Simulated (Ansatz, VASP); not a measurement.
**Two plane-wave programs on K**

```
K
1.0
     0.00000    3.37577    3.37577
     3.37577    0.00000    3.37577
     3.37577    3.37577    0.00000
K
1
Direct
  0.00000 0.00000 0.00000
```

Alike in both runs: task single point; functional r2SCAN; k mesh 12 × 12 × 12; occupations gaussian, width 0.05 eV; no spin polarisation.

|  | VASP | Ansatz |
| --- | --- | --- |
| version | VASP 6.6.1 | Ansatz 0.2.0 |
| potentials or method | VASP PAW PBE potentials, release 64 (K_sv), cutoff 520 eV | scalar-relativistic, plane waves, PAW |
| valence electrons in the cell | 9 | 9 |

```csv
,VASP,Ansatz,Ansatz less VASP
pressure (GPa),0.0,0.0,+0.02
```

VASP's potentials were made for PBE, not for r2SCAN.
